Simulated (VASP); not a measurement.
# Al3N: single point with PBE

Al3N, a slab with vacuum:

```
CELL_PARAMETERS angstrom
2.85676 0.00000 0.00000
-1.42838 2.47403 0.00000
0.00000 0.00000 21.60138
ATOMIC_POSITIONS crystal
Al 0.66667 0.33333 0.18517
Al 0.33333 0.66667 0.29168
Al 0.00000 0.00000 0.39819
N 0.33333 0.00000 0.49401
```

* Program: VASP 6.6.1
* Task: single point
* Functional: PBE
* Potentials or basis: VASP PAW PBE potentials, release 64 (Al, N)
* Cutoff: 520 eV
* k mesh: 9 × 9 × 1
* Occupations: gaussian, width 0.1 eV
* Spin: collinear spin, ferromagnetic start
* Starting moments: [0.0, 0.0, 0.0, 3.0] μB
* Dipole correction: yes
* Further INCAR settings: ALGO = Normal; EDIFF = 1e-06; NBANDS = 19

- Largest force: 2.323 eV/Å
- Net moment: 1.80 μB per cell
- Site moments: Al +0.01, +0.00, -0.03; N +1.25 μB
- Valence electrons inside the program's atomic spheres: Al 0.76, 0.77, 0.73; N 3.31

Forces in eV/Å, atoms in the order of the input:
```
Al   0.007  0.009 -0.145
Al   0.021 -0.051  0.139
Al   0.164  0.003  2.317
N   -0.193  0.039 -2.311
```

Levels at points of the mesh, in eV from the Fermi level:
Spin up:
| k point | band 4 | band 5 | band 6 | band 7 | band 8 | band 9 | band 10 | band 11 | band 12 | band 13 |
| --- | --- | --- | --- | --- | --- | --- | --- | --- | --- | --- |
| (0.00, 0.00, 0.00) | -5.98 | -3.35 | -0.86 | 0.21 | 0.23 | 2.22 | 4.06 | 5.62 | 7.11 | 7.31 |
Spin down:
| k point | band 3 | band 4 | band 5 | band 6 | band 7 | band 8 | band 9 | band 10 |
| --- | --- | --- | --- | --- | --- | --- | --- | --- |
| (0.00, 0.00, 0.00) | -8.64 | -5.82 | -2.84 | 0.02 | 2.54 | 3.21 | 3.47 | 4.20 |

It took 8.8 min on 1 thread of Intel Xeon 6975P-C, on a shared host, peak memory 0.46 GiB.
